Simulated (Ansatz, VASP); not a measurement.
SnSe2: VASP beside Ansatz

```
Sn Se
1.0
     2.10034    1.21263    5.69984
    -2.10034    1.21263    5.69984
     0.00000   -2.42527    5.69984
Sn Se
1 2
Direct
  0.50000 0.50000 0.50000
  0.21591 0.21591 0.21591
  0.78409 0.78409 0.78409
```

Alike in both runs: task single point; functional PBE; k mesh 12 × 12 × 12; occupations gaussian, width 0.1 eV; no spin polarisation.

```csv
,VASP,Ansatz
version,VASP 6.6.1,Ansatz 0.2.0
potentials or method,"VASP PAW PBE potentials, release 64 (Sn_d, Se), cutoff 520 eV","scalar-relativistic, plane waves, PAW"
valence electrons in the cell,26,46
```

Ansatz gave:

* gap on the k mesh at the Fermi level (eV): none
* pressure (GPa): 17.2
* traceless stress, the component that is largest in VASP (GPa): -7.15
* rms of the force components (eV/Å): 1.547

**Question.** Which values does VASP return?

**Answer.** gap on the k mesh at the Fermi level (eV): none; pressure (GPa): 17.3; traceless stress, the component that is largest in VASP (GPa): -7.24; rms of the force components (eV/Å): 1.552.

Atom by atom the forces differ by 0.005 eV/Å (rms over components). A gap of «none» marks a metal or a gap that the smearing closes. The functional is the same, so the differences come from potentials, cutoffs and numerics. VASP's potentials hold 26 valence electrons a cell and Ansatz's 46, so a difference there can come from the potentials and not from the codes.
